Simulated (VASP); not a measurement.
# Ti6O in VASP: further runs

Ti6O is run at these levels: PBEsol; tasks: single point.

Program: VASP 6.6.1. These are calculated values, not measurements. Logs are shortened: lines on timing, memory, paths and dates and some standing lists are left out, and cuts for length are marked.

### 1 The cell of the first run

The cell holds a slab with vacuum, 7 atoms: a = 2.900 Å, b = 4.591 Å, c = 21.206 Å, α = 90.00°, β = 90.00°, γ = 90.00°.

### 2 Single point, PBEsol

Input file INCAR:

```
SYSTEM = Ti6O
PREC = Accurate ; ENCUT = 520
EDIFF = 1E-6 ; ISMEAR = 0
SIGMA = 0.1 ; LREAL = .FALSE.
LASPH = .TRUE. ; NELM = 100
ALGO = Normal ; ISIF = 2
LWAVE = .FALSE. ; LCHARG = .FALSE.
LDIPOL = .TRUE. ; IDIPOL = 3
DIPOL = 0.5 0.5 0.352 ; GGA = PS
NBANDS = 48
```

Input file KPOINTS:

```
regular mesh
0
G
  9 6 1
  0 0 0
```

Input file POSCAR:

```
Ti6O
1.0
    2.8999670177      0.0000000000      0.0000000000
    0.0000000000      4.5905806278      0.0000000000
    0.0000000000      0.0000000000     21.2062529549
Ti O
6 1
Direct
    0.0000000000      0.7500000000      0.1886236106
    0.5000000000      0.2500000000      0.2281000977
    0.5000000000      0.7500000000      0.3070530716
    0.0000000000      0.2500000000      0.3454090437
    0.0000000000      0.7500000000      0.4205530428
    0.5000000000      0.2500000000      0.4577071195
    0.6666666667      0.4500000000      0.5176638368
```

Potentials or basis: VASP PAW PBE potentials, release 64 (Ti_sv, O).

Run with:

```
> cat potpaw_PBE.64/Ti_sv/POTCAR potpaw_PBE.64/O/POTCAR > POTCAR
> mpirun -np 1 vasp_std > vasp.out
```

OUTCAR:

```text
SYSTEM = Ti6O
   PREC = Accurate
   ENCUT = 520
   EDIFF = 1E-6
   ISMEAR = 0
   LREAL = .FALSE.
   LASPH = .TRUE.
   NELM = 100
   ISIF = 2
   GGA = PS

 ion  position               nearest neighbor table
   1  0.000  0.750  0.189-   2 2.84   2 2.84   2 2.84   2 2.84   3 2.90   3 2.90
   2  0.500  0.250  0.228-   3 2.84   3 2.84   1 2.84   1 2.84   1 2.84   1 2.84   4 2.88   4 2.88

   3  0.500  0.750  0.307-   5 2.81   5 2.81   4 2.83   4 2.83   4 2.83   4 2.83   2 2.84   2 2.84
                             1 2.90   1 2.90
   4  0.000  0.250  0.345-   6 2.79   6 2.79   5 2.79   5 2.79   3 2.83   3 2.83   3 2.83   3 2.83
                             2 2.88   2 2.88
   5  0.000  0.750  0.421-   4 2.79   4 2.79   3 2.81   3 2.81   6 2.83   6 2.83   6 2.83   6 2.83

   6  0.500  0.250  0.458-   7 1.64   4 2.79   4 2.79   5 2.83   5 2.83   5 2.83   5 2.83
   7  0.667  0.450  0.518-   6 1.64

  LATTYP: Found a simple orthorhombic cell.
 ALAT       =     2.8999670177
 B/A-ratio  =     1.5829768407
 C/A-ratio  =     7.3125841865

  Lattice vectors:

 A1 = (   2.8999670177,   0.0000000000,   0.0000000000)
 A2 = (   0.0000000000,   4.5905806278,   0.0000000000)
 A3 = (   0.0000000000,   0.0000000000,  21.2062529549)

Analysis of symmetry for initial positions (statically):
=====================================================================
 Subroutine PRICEL returns:
 Original cell was already a primitive cell.

 Routine SETGRP: Setting up the symmetry group for a
 simple orthorhombic supercell.

 Subroutine GETGRP returns: Found  1 space group operations
 (whereof  1 operations were pure point group operations)
 out of a pool of  8 trial point group operations.

The static configuration has the point symmetry C_1 .

Analysis of symmetry for dynamics (positions and initial velocities):
=====================================================================
 Subroutine PRICEL returns:
 Original cell was already a primitive cell.

 Routine SETGRP: Setting up the symmetry group for a
 simple orthorhombic supercell.

 Subroutine GETGRP returns: Found  1 space group operations
 (whereof  1 operations were pure point group operations)
 out of a pool of  8 trial point group operations.

The dynamic configuration has the point symmetry C_1 .

 Subroutine INISYM returns: Found  1 space group operations
 (whereof  1 operations are pure point group operations),
 and found     1 'primitive' translations

----------------------------------------------------------------------------------------

                                     Primitive cell

  volume of cell :     282.3089

  direct lattice vectors                    reciprocal lattice vectors
     2.899967018  0.000000000  0.000000000     0.344831508  0.000000000  0.000000000
     0.000000000  4.590580628  0.000000000     0.000000000  0.217837368  0.000000000
     0.000000000  0.000000000 21.206252955     0.000000000  0.000000000  0.047155903

  length of vectors
     2.899967018  4.590580628 21.206252955     0.344831508  0.217837368  0.047155903

  position of ions in fractional coordinates (direct lattice)
     0.000000000  0.750000000  0.188623611
     0.500000000  0.250000000  0.228100098
     0.500000000  0.750000000  0.307053072
     0.000000000  0.250000000  0.345409044
     0.000000000  0.750000000  0.420553043
     0.500000000  0.250000000  0.457707120
     0.666666667  0.450000000  0.517663837

  ion indices of the primitive-cell ions
   primitive index   ion index
                 1           1
                 2           2
                 3           3
                 4           4
                 5           5
                 6           6
                 7           7

----------------------------------------------------------------------------------------

 KPOINTS: regular mesh

Automatic generation of k-mesh.
 Grid dimensions read from file:
 generate k-points for:    9    6    1

 Generating k-lattice:

  Cartesian coordinates                     Fractional coordinates (reciprocal lattice)
     0.038314612  0.000000000  0.000000000     0.111111111  0.000000000  0.000000000
     0.000000000  0.036306228  0.000000000     0.000000000  0.166666667  0.000000000
     0.000000000  0.000000000  0.047155903     0.000000000  0.000000000  1.000000000

  Length of vectors
     0.038314612  0.036306228  0.047155903

  Shift w.r.t. Gamma in fractional coordinates (k-lattice)
     0.000000000  0.000000000  0.000000000

 Subroutine IBZKPT returns following result:
 ===========================================

 Found     28 irreducible k-points:

 Following reciprocal coordinates:
            Coordinates               Weight
  0.000000  0.000000  0.000000      1.000000
  0.111111  0.000000  0.000000      2.000000
  0.222222  0.000000  0.000000      2.000000
  0.333333  0.000000  0.000000      2.000000
  0.444444  0.000000  0.000000      2.000000
  0.000000  0.166667  0.000000      2.000000
[... 16 lines left out ...]
  0.444444 -0.333333  0.000000      2.000000
  0.000000  0.500000  0.000000      1.000000
 [... further k-points ...]
   k-points           NKPTS =     28   k-points in BZ     NKDIM =     28   number of bands    NBANDS=     48
   number of dos      NEDOS =    301   number of ions     NIONS =      7
   total plane-waves  NPLWV = 138240
   dimension x,y,z NGX =    24 NGY =   36 NGZ =  160
   dimension x,y,z NGXF=    48 NGYF=   72 NGZF=  320
   ions per type =               6   1
   NGX,Y,Z   is equivalent  to a cutoff of  13.76, 13.04, 12.54 a.u.
   NGXF,Y,Z  is equivalent  to a cutoff of  27.52, 26.07, 25.09 a.u.
 SYSTEM =  Ti6O
   PREC   = accura    normal or accurate (medium, high low for compatibility)
   ISTART =      0    job   : 0-new  1-cont  2-samecut
   ICHARG =      2    charge: 1-file 2-atom 10-const
   ISPIN  =      1    spin polarized calculation?
   LNONCOLLINEAR =      F non collinear calculations
   LSORBIT =      F    spin-orbit coupling
   LASPH  =      T    aspherical Exc in radial PAW
   ENCUT  =  520.0 eV  38.22 Ry    6.18 a.u.   5.39  8.54 39.43*2*pi/ulx,y,z
   NELM   =    100;   NELMIN=  2; NELMDL= -5     # of ELM steps
   EDIFF  = 0.1E-05   stopping-criterion for ELM
   LREAL  =      F    real-space projection
[... 7 lines left out ...]
   TEBEG  =    0.0;   TEEND  =   0.0 temperature during run
   PSTRESS=    0.0 pullay stress
   NELECT =      78.0000    total number of electrons
   NUPDOWN=      -1.0000    fix difference up-down
   EMIN   =  10.00;   EMAX   =-10.00  energy-range for DOS
   EFERMI =   0.00;   METHOD = LEGACY
   ISMEAR =     0;   SIGMA  =   0.10  broadening in eV -4-tet -1-fermi 0-gaus
   EFERMI_NEDOS =   21; number of points for ismear=-14 and -15
   IALGO  =     38    algorithm
   IMIX   =      4    mixing-type and parameters
     AMIX     =   0.40;   BMIX     =  1.00
     AMIX_MAG =   1.60;   BMIX_MAG =  1.00
  volume/ion in A,a.u.               =      40.33       272.16
  Fermi-wavevector in a.u.,A,eV,Ry     =   1.066264  2.014947 15.468727  1.136919
  Thomas-Fermi vector in A             =   2.201843
   LORBIT       =      0    0 simple, 1 ext, 2 COOP (PROOUT), +10 PAW based schemes
   GGA     = PS    functional components
   LHFCALC =     F    Hartree Fock is set to
   AEXX    =    0.0000 exact exchange contribution
   IVDW    =     0    specifies the selected vdW correction
   LEPSILON=     F    determine dielectric tensor
   LRPA    =     F    only Hartree local field effects (RPA)
 non-spin polarized calculation
 Gauss-broadening in eV      SIGMA  =   0.10
  energy-cutoff  :      520.00
  volume of cell :      282.31
 maximum number of plane-waves:      7645
 NGX is ok and might be reduce to    24
   NGX = 11   NGY = 17   NGZ = 79

 dipolmoment           0.000000      0.000000     -0.049563 electrons x Angstroem

 number of electron      78.0000025 magnetization

 dipolmoment           0.000000      0.000000      0.198074 electrons x Angstroem

 Free energy of the ion-electron system (eV)
  ---------------------------------------------------
  ext. energy  EPLUGINS =         0.00000000
  ---------------------------------------------------
  free energy    TOTEN  =       -54.93219941 eV

  energy without entropy =      -54.87967756  energy(sigma->0) =      -54.90593849

 E-fermi :   0.0184     XC(G=0):  -5.3330

 val. band max:        0.0110146570   @ k =   0.3333   0.3333   0.0000
 cond. band min:       0.0243029253   @ k =   0.4444   0.1667   0.0000
 fundamental gap:      0.0132882682
 Fermi energy:         0.0184499724

 k-point     1 :       0.0000    0.0000    0.0000
  band No.  band energies     occupation
      1     -56.7560      2.00000
      2     -56.5565      2.00000
      3     -56.4768      2.00000
      4     -56.4179      2.00000
      5     -56.3545      2.00000
      6     -56.2746      2.00000
[... 40 lines left out ...]
     47       1.2574      0.00000
     48       1.3956      0.00000

 k-point     2 :       0.1111    0.0000    0.0000
  band No.  band energies     occupation
      1     -56.7497      2.00000
      2     -56.5481      2.00000
      3     -56.4721      2.00000
      4     -56.4127      2.00000
      5     -56.3516      2.00000
      6     -56.2722      2.00000
[... 40 lines left out ...]
     47       1.2337      0.00000
     48       1.3922      0.00000

 k-point     3 :       0.2222    0.0000    0.0000
  band No.  band energies     occupation
      1     -56.7337      2.00000
      2     -56.5261      2.00000
      3     -56.4604      2.00000
      4     -56.3991      2.00000
      5     -56.3451      2.00000
      6     -56.2662      2.00000
[... 1060 lines left out ...]
     47       1.5732      0.00000
     48       1.7213      0.00000

 k-point    24 :       0.0000    0.5000    0.0000
  band No.  band energies     occupation
      1     -56.7453      2.00000
      2     -56.5231      2.00000
      3     -56.4765      2.00000
      4     -56.4110      2.00000
      5     -56.3955      2.00000
      6     -56.2866      2.00000
[... 40 lines left out ...]
     47       1.3842      0.00000
     48       1.4906      0.00000

 [... further k-points ...]

------------------------ aborting loop because EDIFF is reached ----------------------------------------

 vacuum level on the upper side and lower side of the slab       (xc-potential included)         1.207        -1.318

  FORCE on cell =-STRESS in cart. coord.  units (eV):
  Direction    XX          YY          ZZ          XY          YZ          ZX
  --------------------------------------------------------------------------------------
  -------------------------------------------------------------------------------------
  Total        0.0924863      1.7440298     -0.3130464      0.2748396      2.3111718      1.7132954
  in kB        0.5248841      9.8978270     -1.7766206      1.5597872     13.1165068      9.7234014
  external PRESSURE =       2.8820302 kB  Pullay stress =       0.0000000 kB

 VOLUME and BASIS-vectors are now :
 -----------------------------------------------------------------------------
  energy-cutoff  :      520.00
  volume of cell :      282.31
      direct lattice vectors                 reciprocal lattice vectors
     2.899967018  0.000000000  0.000000000     0.344831508  0.000000000  0.000000000
     0.000000000  4.590580628  0.000000000     0.000000000  0.217837368  0.000000000
     0.000000000  0.000000000 21.206252955     0.000000000  0.000000000  0.047155903

 POSITION                                       TOTAL-FORCE (eV/Angst)
 -----------------------------------------------------------------------------------
      0.00000      3.44294      4.00000        -0.013466      0.036161      0.319048
      1.44998      1.14765      4.83715        -0.001520     -0.049221      0.093947
      1.44998      3.44294      6.51145         0.073453      0.105933     -0.186729
      0.00000      1.14765      7.32483        -0.056907     -0.127173     -0.562280
      0.00000      3.44294      8.91835        -0.342053     -0.432668      0.279462
      1.44998      1.14765      9.70625        -0.807531     -1.085085     -0.177521
      1.93331      2.06576     10.97771         1.148024      1.552053      0.234074
 -----------------------------------------------------------------------------------
    total drift:                                0.000149     -0.000007      0.001079

  FREE ENERGIE OF THE ION-ELECTRON SYSTEM (eV)
  ---------------------------------------------------
  free  energy   TOTEN  =       -54.9321994140 eV

  energy  without entropy=      -54.8796775572  energy(sigma->0) =      -54.90593849

 vacuum level on the upper side and lower side of the slab         6.455         3.793
```

Wall time 10 min (1 thread of AMD EPYC 9R45 (Zen 5), shared host); peak memory 0.48 GiB.

Results:

* Free energy: -54.9322 eV
* Largest force: 1.945 eV/Å
* Band gap on the k mesh: zero (bands 39 and 40 overlap by 0.48 eV)

Forces in eV/Å, atoms in the order of the input:
```
Ti  -0.013  0.036  0.319
Ti  -0.002 -0.049  0.094
Ti   0.073  0.106 -0.187
Ti  -0.057 -0.127 -0.562
Ti  -0.342 -0.433  0.279
Ti  -0.808 -1.085 -0.178
O    1.148  1.552  0.234
```

Caveat: the PAW data sets were made with another functional, which shifts forces and pressure a little.

### 3 Single point, PBEsol

Input file INCAR:

```
PREC     = Accurate       # precision mode
ENCUT    = 520            # plane-wave cutoff, eV
EDIFF    = 1E-6           # SCF threshold, eV
ISMEAR   = 0              # smearing method
SIGMA    = 0.1            # smearing width, eV
LREAL    = F              # projectors in reciprocal space
LASPH    = T              # aspherical terms in the spheres
NELM     = 60             # most SCF steps
ALGO     = Normal         # electronic algorithm
ISIF     = 2              # what is computed and relaxed
LWAVE    = F              # write WAVECAR
LCHARG   = T              # write CHGCAR
LDIPOL   = T            
IDIPOL   = 3            
DIPOL    = 0.5 0.5 0.352
GGA      = PS             # functional
LELF     = T              # ELF
LVHAR    = T            
LVACPOTAV= T            
NBANDS   = 48             # bands
```

Input file KPOINTS:

```
regular mesh
0
Gamma
  9 6 1
```

POSCAR: that of step 2 with these lines changed.

```diff
@@ -14,2 +14,2 @@
     0.5000000000      0.2500000000      0.4577071195
-    0.6666666667      0.4500000000      0.5176638368
+    0.8333333333      0.3500000000      0.5174338100
```

Potentials or basis: VASP PAW PBE potentials, release 64 (Ti_sv, O).

Run with:

```
> cat potpaw_PBE.64/Ti_sv/POTCAR potpaw_PBE.64/O/POTCAR > POTCAR
> mpirun -np 1 vasp_std > vasp.out
```

Run time: 11 min. Hardware: 1 thread of AMD EPYC 9R45 (Zen 5), shared host; peak memory 0.49 GiB.

It converged, with:

- Free energy: -55.3497 eV
- Largest force: 2.692 eV/Å
- Band gap on the k mesh: zero (bands 39 and 40 overlap by 0.39 eV)

Forces on the atoms (eV/Å):
```
Ti  -0.001  0.009  0.276
Ti  -0.022 -0.026  0.064
Ti   0.084  0.096 -0.233
Ti  -0.050 -0.067 -0.704
Ti  -0.451 -0.554 -0.122
Ti  -2.163 -0.115  0.534
O    2.604  0.658  0.184
```

Levels at points of the mesh, in eV from the Fermi level:
| k point | band 36 | band 37 | band 38 | band 39 | band 40 | band 41 | band 42 | band 43 |
| --- | --- | --- | --- | --- | --- | --- | --- | --- |
| (0.00, 0.00, 0.00) | -0.56 | -0.48 | 0.02 | 0.26 | 0.57 | 0.73 | 0.83 | 0.97 |
| (0.00, 0.50, 0.00) | -0.69 | -0.49 | -0.23 | 0.08 | 0.19 | 0.30 | 0.42 | 0.79 |

Caveat: the PAW data sets were made with another functional, which shifts forces and pressure a little.

### 4 Single point, PBEsol

Input file INCAR:

```
SYSTEM = Ti6O
  PREC = Accurate
  ENCUT = 520
  EDIFF = 1E-6
  ISMEAR = 0
  SIGMA = 0.1
  LREAL = .FALSE.
  LASPH = .TRUE.
  NELM = 60
  ALGO = Normal
  ISIF = 2
  LWAVE = .FALSE.
  LCHARG = .TRUE.
  LDIPOL = .TRUE.
  IDIPOL = 3
  DIPOL = 0.5 0.5 0.348
  GGA = PS
  LELF = .TRUE.
  LVHAR = .TRUE.
  LVACPOTAV = .TRUE.
  NBANDS = 48
```

Input file KPOINTS:

```
regular mesh
0
G
  9 6 1
  0 0 0
```

POSCAR: that of step 3 with these lines changed.

```diff
@@ -14,2 +14,2 @@
     0.5000000000      0.2500000000      0.4577071195
-    0.8333333333      0.3500000000      0.5174338100
+    0.6666666667      0.6500000000      0.4876092557
```

Run with:

```
> cat potpaw_PBE.64/Ti_sv/POTCAR potpaw_PBE.64/O/POTCAR > POTCAR
> mpirun -np 1 vasp_std > vasp.out
```

Wall time 11 min (1 thread of AMD EPYC 9R45 (Zen 5), shared host); peak memory 0.48 GiB.

Results (log left out):

| Item | Value |
| --- | --- |
| Free energy | -56.3315 eV |
| Largest force | 2.548 eV/Å |
| Band gap on the k mesh | zero (bands 39 and 40 overlap by 0.61 eV) |

Forces on the atoms (eV/Å):
```
Ti   0.003  0.019  0.357
Ti  -0.012 -0.053  0.075
Ti   0.043  0.096 -0.569
Ti  -0.177  0.114  0.004
Ti   1.788  0.177 -0.427
Ti   0.671  0.706  0.465
O   -2.315 -1.059  0.095
```

Levels at points of the mesh, in eV from the Fermi level:
```
           k point  band 35  band 36  band 37  band 38  band 39  band 40  band 41  band 42  band 43  band 44
(0.00, 0.00, 0.00)    -0.92    -0.62    -0.50     0.13     0.37     0.40     0.61     0.77     0.82     0.85
(0.00, 0.50, 0.00)    -0.77    -0.70    -0.56     0.00     0.07     0.17     0.34     0.42     0.64     0.67
```

Caveat: the PAW data sets were made with another functional, which shifts forces and pressure a little.

### 5 Single point, PBEsol

Input file INCAR:

```
SYSTEM = Ti6O
PREC = Accurate ; ENCUT = 520
EDIFF = 1E-7 ; ISMEAR = 0
SIGMA = 0.1 ; LREAL = .False.
LASPH = .True. ; NELM = 100
ALGO = Normal ; ISIF = 2
LWAVE = .False. ; LCHARG = .False.
LDIPOL = .True. ; IDIPOL = 3
DIPOL = 0.5 0.5 0.349 ; GGA = PS
NBANDS = 48
```

Input file KPOINTS:

```
regular mesh
0
Gamma
  9 6 1
  0 0 0
```

POSCAR: that of step 4 with these lines changed.

```diff
@@ -14,2 +14,2 @@
     0.5000000000      0.2500000000      0.4577071195
-    0.6666666667      0.6500000000      0.4876092557
+    0.8333333333      0.5500000000      0.4926005278
```

Run with:

```
> cat potpaw_PBE.64/Ti_sv/POTCAR potpaw_PBE.64/O/POTCAR > POTCAR
> mpirun -np 1 vasp_std > vasp.out
```

It took 49 min on 1 thread of Intel Xeon 8259CL, shared host; peak memory 0.53 GiB.

Results (log left out):

| Quantity | Value |
| --- | --- |
| Free energy | -56.3003 eV |
| Largest force | 0.754 eV/Å |
| Band gap on the k mesh | zero (bands 39 and 40 overlap by 0.38 eV) |

Forces on the atoms (eV/Å):
```
Ti  -0.004  0.026  0.369
Ti  -0.003 -0.063  0.071
Ti   0.047  0.108 -0.644
Ti  -0.094 -0.003 -0.644
Ti  -0.059  0.416  0.380
Ti  -0.449  0.010  0.375
O    0.562 -0.494  0.093
```

Levels at points of the mesh, in eV from the Fermi level:
```
           k point  band 35  band 36  band 37  band 38  band 39  band 40  band 41  band 42  band 43  band 44
(0.00, 0.00, 0.00)    -1.02    -0.56    -0.54    -0.05     0.21     0.49     0.61     0.84     0.89     0.94
(0.00, 0.50, 0.00)    -0.76    -0.71    -0.51    -0.08     0.03     0.17     0.27     0.41     0.73     0.77
```

Caveat: the PAW data sets were made with another functional, which shifts forces and pressure a little.

(Part 1 of 2 ends here.)

The gap in the log of VASP goes by the Fermi energy; the results here count the filled bands.